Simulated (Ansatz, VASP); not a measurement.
# One calculation of SiBN2, two programs

```
CELL_PARAMETERS angstrom
2.69193 0.00000 0.00000
-1.34597 2.33128 0.00000
0.00000 0.00000 16.17283
ATOMIC_POSITIONS crystal
Si 0.00000 0.00000 0.07531
Si 0.00000 0.00000 0.92469
B 0.33333 0.66667 0.37242
B 0.66667 0.33333 0.62758
N 0.66667 0.33333 0.37241
N 0.33333 0.66667 0.62759
N 0.33333 0.66667 0.11658
N 0.66667 0.33333 0.88342
```

Alike in both runs: task single point; functional PBE; k mesh 6 × 6 × 1; occupations gaussian, width 0.1 eV; no spin polarisation.

|  | VASP | Ansatz |
| --- | --- | --- |
| version | VASP 6.6.1 | Ansatz 0.2.0 |
| potentials or method | VASP PAW PBE potentials, release 64 (Si, B, N), cutoff 600 eV | scalar-relativistic, plane waves, PAW |
| valence electrons in the cell | 34 | 34 |

Ansatz gave:

```
gap on the k mesh at the Fermi level (eV)                     : 0.67
least direct gap on the mesh (eV)                             : 1.32
pressure (GPa)                                                : 0.0
traceless stress, the component that is largest in VASP (GPa) : 0.00
rms of the force components (eV/Å)                            : 0.004
```

What did VASP give for the same quantities?

gap on the k mesh at the Fermi level (eV): 0.67; least direct gap on the mesh (eV): 1.31; pressure (GPa): -0.1; traceless stress, the component that is largest in VASP (GPa): -0.21; rms of the force components (eV/Å): 0.013.

Atom by atom the forces differ by 0.009 eV/Å (rms over components).

The k mesh is coarse, so the values compare programs but aren't converged.
